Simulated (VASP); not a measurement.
# Al3O in VASP: single point with PBEsol

Aim: the single point of Al3O with PBEsol.

All numbers are computed with VASP 6.6.1; they aren't measurements. Logs are shortened: lines on timing, memory, paths and dates and some standing lists are left out, and cuts for length are marked.

### Step 1. The cell of the first run

The cell holds a slab with vacuum, 4 atoms: a = 2.839 Å, b = 2.839 Å, c = 19.641 Å, α = 90.00°, β = 90.00°, γ = 90.00°.

### Step 2. Single point, PBEsol

Input file INCAR:

```
SYSTEM = Al3O
  PREC = Accurate
  ENCUT = 520
  EDIFF = 1E-7
  ISMEAR = 0
  SIGMA = 0.1
  LREAL = .FALSE.
  LASPH = .TRUE.
  NELM = 100
  ALGO = Normal
  ISIF = 2
  LWAVE = .FALSE.
  LCHARG = .FALSE.
  LDIPOL = .TRUE.
  IDIPOL = 3
  DIPOL = 0.5 0.5 0.351
  GGA = PS
  NBANDS = 16
```

Input file KPOINTS:

```
regular mesh
0
G
  9 9 1
  0 0 0
```

Input file POSCAR:

```
Al3O
1.0
    2.8394270062      0.0000000000      0.0000000000
    0.0000000000      2.8394270062      0.0000000000
    0.0000000000      0.0000000000     19.6413451717
Al O
3 1
Direct
    0.5000000000      0.5000000000      0.2036520394
    0.0000000000      0.0000000000      0.3090064802
    0.5000000000      0.5000000000      0.4145003868
    0.6666666667      0.8333333333      0.4750197151
```

Potentials or basis: VASP PAW PBE potentials, release 64 (Al, O).

Run with:

```bash
> cat potpaw_PBE.64/Al/POTCAR potpaw_PBE.64/O/POTCAR > POTCAR
> mpirun -np 1 vasp_std > vasp.out
```

OUTCAR:

```text
SYSTEM = Al3O
   PREC = Accurate
   ENCUT = 520
   EDIFF = 1E-7
   ISMEAR = 0
   LREAL = .FALSE.
   LASPH = .TRUE.
   NELM = 100
   ISIF = 2
   GGA = PS

 ion  position               nearest neighbor table
   1  0.500  0.500  0.204-   2 2.88   2 2.88   2 2.88   2 2.88
   2  0.000  0.000  0.309-   1 2.88   1 2.88   1 2.88   1 2.88   3 2.89   3 2.89   3 2.89   3 2.89

   3  0.500  0.500  0.415-   4 1.59   4 2.28   2 2.89   2 2.89   2 2.89   2 2.89
   4  0.667  0.833  0.475-   3 1.59   3 2.28

  LATTYP: Found a simple tetragonal cell.
 ALAT       =     2.8394270062
 C/A-ratio  =     6.9173622456

  Lattice vectors:

 A1 = (   2.8394270062,   0.0000000000,   0.0000000000)
 A2 = (   0.0000000000,   2.8394270062,   0.0000000000)
 A3 = (   0.0000000000,   0.0000000000,  19.6413451717)

Analysis of symmetry for initial positions (statically):
=====================================================================
 Subroutine PRICEL returns:
 Original cell was already a primitive cell.

 Routine SETGRP: Setting up the symmetry group for a
 simple tetragonal supercell.

 Subroutine GETGRP returns: Found  1 space group operations
 (whereof  1 operations were pure point group operations)
 out of a pool of 16 trial point group operations.

The static configuration has the point symmetry C_1 .

Analysis of symmetry for dynamics (positions and initial velocities):
=====================================================================
 Subroutine PRICEL returns:
 Original cell was already a primitive cell.

 Routine SETGRP: Setting up the symmetry group for a
 simple tetragonal supercell.

 Subroutine GETGRP returns: Found  1 space group operations
 (whereof  1 operations were pure point group operations)
 out of a pool of 16 trial point group operations.

The dynamic configuration has the point symmetry C_1 .

 Subroutine INISYM returns: Found  1 space group operations
 (whereof  1 operations are pure point group operations),
 and found     1 'primitive' translations

----------------------------------------------------------------------------------------

                                     Primitive cell

  volume of cell :     158.3553

  direct lattice vectors                    reciprocal lattice vectors
     2.839427006  0.000000000  0.000000000     0.352183732  0.000000000  0.000000000
     0.000000000  2.839427006  0.000000000     0.000000000  0.352183732  0.000000000
     0.000000000  0.000000000 19.641345172     0.000000000  0.000000000  0.050913010

  length of vectors
     2.839427006  2.839427006 19.641345172     0.352183732  0.352183732  0.050913010

  position of ions in fractional coordinates (direct lattice)
     0.500000000  0.500000000  0.203652039
     0.000000000  0.000000000  0.309006480
     0.500000000  0.500000000  0.414500387
     0.666666667  0.833333333  0.475019715

  ion indices of the primitive-cell ions
   primitive index   ion index
                 1           1
                 2           2
                 3           3
                 4           4

----------------------------------------------------------------------------------------

 KPOINTS: regular mesh

Automatic generation of k-mesh.
 Grid dimensions read from file:
 generate k-points for:    9    9    1

 Generating k-lattice:

  Cartesian coordinates                     Fractional coordinates (reciprocal lattice)
     0.039131526  0.000000000  0.000000000     0.111111111  0.000000000  0.000000000
     0.000000000  0.039131526  0.000000000     0.000000000  0.111111111  0.000000000
     0.000000000  0.000000000  0.050913010     0.000000000  0.000000000  1.000000000

  Length of vectors
     0.039131526  0.039131526  0.050913010

  Shift w.r.t. Gamma in fractional coordinates (k-lattice)
     0.000000000  0.000000000  0.000000000

 Subroutine IBZKPT returns following result:
 ===========================================

 Found     41 irreducible k-points:

 Following reciprocal coordinates:
            Coordinates               Weight
  0.000000  0.000000  0.000000      1.000000
  0.111111  0.000000  0.000000      2.000000
  0.000000  0.111111  0.000000      2.000000
  0.222222  0.000000  0.000000      2.000000
  0.000000  0.222222  0.000000      2.000000
  0.333333  0.000000  0.000000      2.000000
[... 16 lines left out ...]
  0.111111  0.444444  0.000000      2.000000
  0.222222  0.222222  0.000000      2.000000
 [... further k-points ...]
   k-points           NKPTS =     41   k-points in BZ     NKDIM =     41   number of bands    NBANDS=     16
   number of dos      NEDOS =    301   number of ions     NIONS =      4
   total plane-waves  NPLWV =  86400
   dimension x,y,z NGX =    24 NGY =   24 NGZ =  150
   dimension x,y,z NGXF=    48 NGYF=   48 NGZF=  300
   ions per type =               3   1
   NGX,Y,Z   is equivalent  to a cutoff of  14.05, 14.05, 12.70 a.u.
   NGXF,Y,Z  is equivalent  to a cutoff of  28.10, 28.10, 25.39 a.u.
 SYSTEM =  Al3O
   PREC   = accura    normal or accurate (medium, high low for compatibility)
   ISTART =      0    job   : 0-new  1-cont  2-samecut
   ICHARG =      2    charge: 1-file 2-atom 10-const
   ISPIN  =      1    spin polarized calculation?
   LNONCOLLINEAR =      F non collinear calculations
   LSORBIT =      F    spin-orbit coupling
   LASPH  =      T    aspherical Exc in radial PAW
   ENCUT  =  520.0 eV  38.22 Ry    6.18 a.u.   5.28  5.28 36.52*2*pi/ulx,y,z
   NELM   =    100;   NELMIN=  2; NELMDL= -5     # of ELM steps
   EDIFF  = 0.1E-06   stopping-criterion for ELM
   LREAL  =      F    real-space projection
   EDIFFG = 0.1E-05   stopping-criterion for IOM
   NSW    =      0    number of steps for IOM
   IBRION =     -1    ionic relax: 0-MD 1-quasi-New 2-CG
   NFREE  =      0    steps in history (QN), initial steepest desc. (CG)
   ISIF   =      2    stress and relaxation
   ISYM   =      2    0-nonsym 1-usesym 2-fastsym
   POTIM  = 0.5000    time-step for ionic-motion
   TEBEG  =    0.0;   TEEND  =   0.0 temperature during run
   PSTRESS=    0.0 pullay stress
   NELECT =      15.0000    total number of electrons
   NUPDOWN=      -1.0000    fix difference up-down
   EMIN   =  10.00;   EMAX   =-10.00  energy-range for DOS
   EFERMI =   0.00;   METHOD = LEGACY
   ISMEAR =     0;   SIGMA  =   0.10  broadening in eV -4-tet -1-fermi 0-gaus
   EFERMI_NEDOS =   21; number of points for ismear=-14 and -15
   IALGO  =     38    algorithm
   IMIX   =      4    mixing-type and parameters
     AMIX     =   0.40;   BMIX     =  1.00
     AMIX_MAG =   1.60;   BMIX_MAG =  1.00
  volume/ion in A,a.u.               =      39.59       267.16
  Fermi-wavevector in a.u.,A,eV,Ry     =   0.746267  1.410241  7.577285  0.556915
  Thomas-Fermi vector in A             =   1.842049
   LORBIT       =      0    0 simple, 1 ext, 2 COOP (PROOUT), +10 PAW based schemes
   GGA     = PS    functional components
   LHFCALC =     F    Hartree Fock is set to
   AEXX    =    0.0000 exact exchange contribution
   IVDW    =     0    specifies the selected vdW correction
   LEPSILON=     F    determine dielectric tensor
   LRPA    =     F    only Hartree local field effects (RPA)
 non-spin polarized calculation
 Gauss-broadening in eV      SIGMA  =   0.10
  energy-cutoff  :      520.00
  volume of cell :      158.36
 maximum number of plane-waves:      4292
 NGX is ok and might be reduce to    24
   NGX = 11   NGY = 11   NGZ = 73

 dipolmoment           0.000000      0.000000     -0.008089 electrons x Angstroem

 number of electron      15.0000003 magnetization

 dipolmoment           0.000000      0.000000      0.203336 electrons x Angstroem

 Free energy of the ion-electron system (eV)
  ---------------------------------------------------
  ext. energy  EPLUGINS =         0.00000000
  ---------------------------------------------------
  free energy    TOTEN  =       -18.35163928 eV

  energy without entropy =      -18.34295335  energy(sigma->0) =      -18.34729631

 E-fermi :  -1.9153     XC(G=0):  -4.5372

 val. band max:       -1.9361854480   @ k =   0.2222   0.3333   0.0000
 cond. band min:      -1.9142983958   @ k =  -0.2222   0.3333   0.0000
 fundamental gap:      0.0218870522
 Fermi energy:        -1.9152982607

 k-point     1 :       0.0000    0.0000    0.0000
  band No.  band energies     occupation
      1     -19.1008      2.00000
      2     -12.1074      2.00000
      3      -9.5260      2.00000
      4      -5.9789      2.00000
      5      -3.6288      2.00000
      6      -2.7776      2.00000
[... 8 lines left out ...]
     15       6.7889      0.00000
     16       6.8245      0.00000

 k-point     2 :       0.1111    0.0000    0.0000
  band No.  band energies     occupation
      1     -19.0414      2.00000
      2     -11.8860      2.00000
      3      -9.3190      2.00000
      4      -5.8037      2.00000
      5      -3.5652      2.00000
      6      -2.7889      2.00000
[... 8 lines left out ...]
     15       6.2513      0.00000
     16       7.0395      0.00000

 k-point     3 :       0.0000    0.1111    0.0000
  band No.  band energies     occupation
      1     -19.0355      2.00000
      2     -11.8863      2.00000
      3      -9.3199      2.00000
      4      -5.8058      2.00000
      5      -3.6456      2.00000
      6      -3.1939      2.00000
[... 8 lines left out ...]
     15       6.2084      0.00000
     16       7.0774      0.00000
[... 362 lines left out ...]
 k-point    23 :       0.1111    0.4444    0.0000
  band No.  band energies     occupation
      1     -18.4651      2.00000
      2      -8.4336      2.00000
      3      -6.8758      2.00000
      4      -6.2974      2.00000
      5      -5.4152      2.00000
      6      -4.1056      2.00000
[... 8 lines left out ...]
     15       6.7580      0.00000
     16       7.0131      0.00000

 k-point    24 :       0.2222    0.2222    0.0000
  band No.  band energies     occupation
      1     -18.6660      2.00000
      2     -10.3464      2.00000
      3      -7.8954      2.00000
      4      -4.7674      2.00000
      5      -4.1516      2.00000
      6      -3.5690      2.00000
[... 8 lines left out ...]
     15       5.4426      0.00000
     16       6.5403      0.00000

 [... further k-points ...]

------------------------ aborting loop because EDIFF is reached ----------------------------------------

 vacuum level on the upper side and lower side of the slab       (xc-potential included)         2.208        -2.241

  FORCE on cell =-STRESS in cart. coord.  units (eV):
  Direction    XX          YY          ZZ          XY          YZ          ZX
  --------------------------------------------------------------------------------------
  -------------------------------------------------------------------------------------
  Total        0.0520428     -0.6128248      0.9710846      2.5189068      4.5229582      1.3474102
  in kB        0.5265484     -6.2003225      9.8250555     25.4853170     45.7615276     13.6325713
  external PRESSURE =       1.3837605 kB  Pullay stress =       0.0000000 kB

 VOLUME and BASIS-vectors are now :
 -----------------------------------------------------------------------------
  energy-cutoff  :      520.00
  volume of cell :      158.36
      direct lattice vectors                 reciprocal lattice vectors
     2.839427006  0.000000000  0.000000000     0.352183732  0.000000000  0.000000000
     0.000000000  2.839427006  0.000000000     0.000000000  0.352183732  0.000000000
     0.000000000  0.000000000 19.641345172     0.000000000  0.000000000  0.050913010

 POSITION                                       TOTAL-FORCE (eV/Angst)
 -----------------------------------------------------------------------------------
      1.41971      1.41971      4.00000         0.015625      0.018963     -0.157842
      0.00000      0.00000      6.06930         0.094759      0.088195     -0.062466
      1.41971      1.41971      8.14135        -1.463950     -4.132461      0.061161
      1.89295      2.36619      9.33003         1.353566      4.025303      0.159146
 -----------------------------------------------------------------------------------
    total drift:                               -0.000224     -0.000156     -0.000007

  FREE ENERGIE OF THE ION-ELECTRON SYSTEM (eV)
  ---------------------------------------------------
  free  energy   TOTEN  =       -18.3516392807 eV

  energy  without entropy=      -18.3429533478  energy(sigma->0) =      -18.34729631

 vacuum level on the upper side and lower side of the slab         7.059         2.478
```

Run time: 7.3 min. Hardware: 1 thread of AMD EPYC 7R13, shared host; peak memory 0.28 GiB.

What came out:

```yaml
Free_energy: -18.3516 eV
Largest_force: 4.385 eV/Å
```

Forces on the atoms (eV/Å):
```
Al   0.016  0.019 -0.158
Al   0.095  0.088 -0.062
Al  -1.464 -4.132  0.061
O    1.354  4.025  0.159
```

Levels at points of the mesh, in eV from the Fermi level:
```
           k point  band 6  band 7  band 8  band 9  band 10  band 11
(0.00, 0.00, 0.00)   -0.86   -0.35    1.38    3.86     5.31     6.32
```

Caveat: the PAW data sets were made with another functional, which shifts forces and pressure a little; an odd number of electrons without spin polarisation forces a metal; a magnetic or distorted state may lie lower.
